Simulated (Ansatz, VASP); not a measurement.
ZnO: VASP beside Ansatz

File INCAR:

```
ALGO = Normal
EDIFF = 1E-6
ENCUT = 520
GGA = PE
ISIF = 2
ISMEAR = -1
LASPH = T
LCHARG = F
LREAL = F
LWAVE = F
NBANDS = 26
NELM = 100
PREC = Accurate
SIGMA = 0.02
```

File KPOINTS:

```
k-points
0
Gamma
  12 12 6
```

POSCAR

```
ZnO
1.0
    3.2353520104      0.0000000000      0.0000000000
   -1.6176760052      2.8018970312      0.0000000000
    0.0000000000      0.0000000000      5.2109135507
Zn O
2 2
Direct
    0.3333333333      0.6666666667      0.4996551295
    0.6666666667      0.3333333333     -0.0003448705
    0.6666666667      0.3333333333      0.3793548705
    0.3333333333      0.6666666667      0.8793548705
```

Input for Ansatz:

```yaml
crystal:
  lattice:
    - [3.2353520104, 0.0, 0.0]
    - [-1.6176760052, 2.8018970312, 0.0]
    - [0.0, 0.0, 5.2109135507]
  atoms:
    - { symbol: Zn, position: [0.3333333333, 0.6666666667, 0.4996551295] }
    - { symbol: Zn, position: [0.6666666667, 0.3333333333, -0.0003448705] }
    - { symbol: O, position: [0.6666666667, 0.3333333333, 0.3793548705] }
    - { symbol: O, position: [0.3333333333, 0.6666666667, 0.8793548705] }
kpoints:
  mp_grid: { grid: [12, 12, 6] }
  band_path:
    path:
      - [[0.0, 0.0, 0.0], [0.5, 6.680544597222e-17, 7.332541847228e-18], [0.3333333333333, 0.3333333333333, 4.574799657446e-18], [0.0, 0.0, 0.0], [4.061619744673e-35, -1.719063097179e-34, 0.5], [0.5, 6.60089674881e-17, 0.5], [0.3333333333333, 0.3333333333333, 0.5], [4.061619744673e-35, -1.719063097179e-34, 0.5]]
      - [[0.5, 6.60089674881e-17, 0.5], [0.5, 6.680544597222e-17, 7.332541847228e-18]]
      - [[0.3333333333333, 0.3333333333333, 0.5], [0.3333333333333, 0.3333333333333, 4.574799657446e-18]]
    npoints: 10
hamiltonian:
  xc: pbe
scf:
  occupations: { method: fermi_dirac, width: 0.02 }
  n_extra_bands: 5
output:
  forces: true
  stress: true
  eigenvalues: true
```

Alike in both runs: task single point; functional PBE; k mesh 12 × 12 × 6; occupations fermi-dirac, width 0.02 eV; no spin polarisation.

|  | VASP | Ansatz |
| --- | --- | --- |
| version | VASP 6.6.1 | Ansatz 0.2.0 |
| potentials or method | VASP PAW PBE potentials, release 64 (Zn, O) | plane waves, PAW |
| plane-wave cutoff (eV) | 520 | 420 |
| valence electrons in the cell | 36 | 36 |

|  | VASP | Ansatz | Ansatz less VASP |
| --- | --- | --- | --- |
| gap on the k mesh at the Fermi level (eV) | 0.79 | 0.81 | +0.015 |
| pressure (GPa) | 7.2 | 6.1 | -1.14 |
| traceless stress, the component that is largest in VASP (GPa) | 0.08 | 0.10 | +0.014 |

The functional is the same, so the differences come from potentials, cutoffs and numerics.
